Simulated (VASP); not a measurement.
# ZrB (Cmmm) in VASP: vibrations by perturbation theory with LDA

Aim: the vibrations by perturbation theory of ZrB with LDA.

All numbers are computed with VASP 6.6.1; they aren't measurements. Logs are shortened: lines on timing, memory, paths and dates and some standing lists are left out, and cuts for length are marked.

## 1. The cell of the first run

The structure is orthorhombic, space group Cmmm (No. 65). Conventional cell: a = 3.923 Å, b = 3.971 Å, c = 4.014 Å, α = 90.00°, β = 90.00°, γ = 90.00°. Within 2.6 Å of Zr (site symmetry mmm) lie 4 B at 1.96 to 1.99 Å. B (site symmetry mmm) has 4 Zr at 1.96 to 1.99 Å within 2.6 Å.

## 2. Vibrations by perturbation theory, LDA

INCAR

```
SYSTEM = ZrB
  PREC = Accurate
  ENCUT = 520
  EDIFF = 1E-8
  ISMEAR = -1
  SIGMA = 0.05
  LREAL = .False.
  LASPH = .True.
  NELM = 60
  ALGO = Normal
  ISIF = 2
  LWAVE = .False.
  LCHARG = .True.
  NBANDS = 14
  IBRION = 8
  NSW = 1
```

KPOINTS

```
regular mesh
0
Gamma
  7 7 5
  0 0 0
```

POSCAR

```
ZrB
1.0
    1.9614334600     -1.9857162700      0.0000000000
    1.9614334600      1.9857162700      0.0000000000
    0.0000000000      0.0000000000      4.0139456300
Zr B
1 1
Direct
    0.0000000000      0.0000000000      0.5000000000
    0.5000000000      0.5000000000      0.5000000000
```

Potentials or basis: VASP PAW LDA potentials, release 64 (Zr_sv, B).

Started as:

```bash
$ cat potpaw_LDA.64/Zr_sv/POTCAR potpaw_LDA.64/B/POTCAR > POTCAR
$ mpirun -np 1 vasp_std > vasp.out
```

OUTCAR:

```text
SYSTEM = ZrB
   PREC = Accurate
   ENCUT = 520
   EDIFF = 1E-8
   ISMEAR = -1
   LREAL = .False.
   LASPH = .True.
   NELM = 60
   ISIF = 2
   IBRION = 8
   NSW = 1

 ion  position               nearest neighbor table
   1  0.000  0.000  0.500-   2 1.96   2 1.96   2 1.99   2 1.99
   2  0.500  0.500  0.500-   1 1.96   1 1.96   1 1.99   1 1.99

  LATTYP: Found a base centered orthorhombic cell.
 ALAT       =     3.9228669200
 B/A-ratio  =     1.0123801345
 C/A-ratio  =     1.0232173846

  Lattice vectors:

 A1 = (   1.9614334600,  -1.9857162700,   0.0000000000)
 A2 = (   1.9614334600,   1.9857162700,   0.0000000000)
 A3 = (   0.0000000000,   0.0000000000,   4.0139456300)

Analysis of symmetry for initial positions (statically):
=====================================================================
 Subroutine PRICEL returns:
 Original cell was already a primitive cell.

 Routine SETGRP: Setting up the symmetry group for a
 base centered orthorhombic supercell.

 Subroutine GETGRP returns: Found  8 space group operations
 (whereof  8 operations were pure point group operations)
 out of a pool of  8 trial point group operations.

The static configuration has the point symmetry D_2h.

Analysis of symmetry for dynamics (positions and initial velocities):
=====================================================================
 Subroutine PRICEL returns:
 Original cell was already a primitive cell.

 Routine SETGRP: Setting up the symmetry group for a
 base centered orthorhombic supercell.

 Subroutine GETGRP returns: Found  8 space group operations
 (whereof  8 operations were pure point group operations)
 out of a pool of  8 trial point group operations.

The dynamic configuration has the point symmetry D_2h.

 Subroutine INISYM returns: Found  8 space group operations
[... 576 lines left out ...]
  energy-cutoff  :      520.00
  volume of cell :       31.27
      direct lattice vectors                 reciprocal lattice vectors
     1.961433460 -1.985716270  0.000000000     0.254915606 -0.251798310  0.000000000
     1.961433460  1.985716270  0.000000000     0.254915606  0.251798310  0.000000000
     0.000000000  0.000000000  4.013945630     0.000000000  0.000000000  0.249131426

 POSITION                                       TOTAL-FORCE (eV/Angst)
 -----------------------------------------------------------------------------------
      0.00000      0.00000      2.00697        -0.000000      0.000000      0.000000
      1.96143      0.00000      2.00697         0.000000     -0.000000      0.000000
 -----------------------------------------------------------------------------------
    total drift:                                0.000000     -0.000000     -0.000000

  FREE ENERGIE OF THE ION-ELECTRON SYSTEM (eV)
  ---------------------------------------------------
  free  energy   TOTEN  =       -11.6430551190 eV

  energy  without entropy=      -11.6354654588  energy(sigma->0) =      -11.63926029

[... ionic steps 2 to 3 ...]

--------------------------------------- Ionic step        4  -------------------------------------------

------------------------ aborting loop because EDIFF is reached ----------------------------------------

--------------------------------------- Ionic step        5  -------------------------------------------
[... 13 lines left out ...]
------------------------ aborting loop because EDIFF is reached ----------------------------------------

--------------------------------------- Ionic step        9  -------------------------------------------

 Free energy of the ion-electron system (eV)
  ---------------------------------------------------
  ---------------------------------------------------
  free energy    TOTEN  =        -0.05018681 eV

  energy without entropy =       -0.05018681

------------------------ aborting loop because EDIFF is reached ----------------------------------------

 INTERNAL STRAIN TENSOR  FOR ION    2  DIRECTION 3   (eV/Angst):
 -----------------------------------------------------------------------------
     0.00001  0.00000  0.00000
     0.00000 -0.00692  0.00000
     0.00000  0.00000  0.01344

 INTERNAL STRAIN TENSOR FOR ION    2 for displacements in x,y,z  (eV/Angst):
          X           Y           Z          XY          YZ          ZX
  --------------------------------------------------------------------------------
  x     0.00000     0.00000     0.00000     0.00000     0.00000     0.00000
  y     0.00000     0.00000     0.00000     0.00000     0.00000     0.00000
  z     0.00000     0.00000     0.00000     0.00000     0.00000     0.00000

 SECOND DERIVATIVES (NOT SYMMETRIZED)
 ------------------------------------
               1X          1Y          1Z          2X          2Y          2Z
  1X   -32.871082    0.000000    0.000000   32.871082    0.000000    0.000000
  1Y     0.000000  -30.679153    0.000000    0.000000   30.679153    0.000000
  1Z     0.000000    0.000000    7.838157    0.000000    0.000000   -7.838157
  2X    32.865903    0.000000    0.000000  -32.865903    0.000000    0.000000
  2Y     0.000000   30.679680    0.000000    0.000000  -30.679680    0.000000
  2Z     0.000000    0.000000   -7.848106    0.000000    0.000000    7.848106

 Eigenvectors and eigenvalues of the dynamical matrix
 ----------------------------------------------------

   1 f  =   28.827981 THz   181.131550 2PiTHz  961.597956 cm-1   119.222898 meV
             X         Y         Z           dx          dy          dz
      0.000000  0.000000  2.006973     0.325528   -0.000000   -0.000000
      1.961433  0.000000  2.006973    -0.945532   -0.000000   -0.000000
[... 21 lines left out ...]
   6 f/i=   14.086110 THz    88.505641 2PiTHz  469.862061 cm-1    58.255445 meV
             X         Y         Z           dx          dy          dz
      0.000000  0.000000  2.006973     0.000000   -0.000000   -0.325321
      1.961433  0.000000  2.006973     0.000000   -0.000000    0.945604

--------------------------------------------------------------------------------------------------------

 ELASTIC MODULI CONTR FROM IONIC RELAXATION (kBar)
 Direction    XX          YY          ZZ          XY          YZ          ZX
 --------------------------------------------------------------------------------
 XX           0.0000      0.0000      0.0000      0.0000      0.0000      0.0000
 YY           0.0000      0.0000      0.0000      0.0000      0.0000      0.0000
 ZZ           0.0000      0.0000      0.0000      0.0000      0.0000      0.0000
 XY           0.0000      0.0000      0.0000      0.0000      0.0000      0.0000
 YZ           0.0000      0.0000      0.0000      0.0000      0.0000      0.0000
 ZX           0.0000      0.0000      0.0000      0.0000      0.0000      0.0000
 --------------------------------------------------------------------------------
```

stdout:

```text
POSCAR found type information on POSCAR ZrB
 POSCAR found :  2 types and       2 ions
 scaLAPACK will be used
 LDA part: xc-table for (Slater(with rela. corr.)+CA(PZ))
 , standard interpolation
 POSCAR, INCAR and KPOINTS ok, starting setup
 FFT: planning ... GRIDC
 FFT: planning ... GRID_SOFT
 FFT: planning ... GRID
 WAVECAR not read
 entering main loop
 Linear response reoptimize wavefunctions to high precision
 Linear response DOF=           6
 Linear response progress:
 first order change of Fermi-energy   0.10284E-02
 force on displaced ion       1 direction 1 : -32.871   0.000   0.000
 Linear response progress:
 first order change of Fermi-energy   0.12076E-02
 force on displaced ion       1 direction 2 :   0.000 -30.679   0.000
 Linear response progress:
 first order change of Fermi-energy  -0.23777E-02
 force on displaced ion       1 direction 3 :  -0.000   0.000   7.838
 Linear response progress:
 first order change of Fermi-energy  -0.14517E-02
 force on displaced ion       2 direction 1 : -32.866   0.000   0.000
 Linear response progress:
 first order change of Fermi-energy  -0.92397E-03
 force on displaced ion       2 direction 2 :   0.000 -30.680   0.000
 Linear response progress:
 first order change of Fermi-energy   0.18410E-02
 force on displaced ion       2 direction 3 :  -0.000   0.000   7.848
 Linear response finished
```

Wall time 5.5 min (1 thread of Intel Xeon 8259CL, shared host); peak memory 0.18 GiB.

What came out:

```yaml
Highest_phonon_frequency_at_Γ: 962 cm⁻¹
Most_unstable_mode: 470i cm⁻¹
```

Phonon frequencies in cm⁻¹ (negative: imaginary):
```csv
q point,frequencies
"(0.000, 0.000, 0.000)",-470 0 0 0 929 962
```

Caveat: the cell stands under pressure or tension, which shifts response properties; some modes are imaginary.
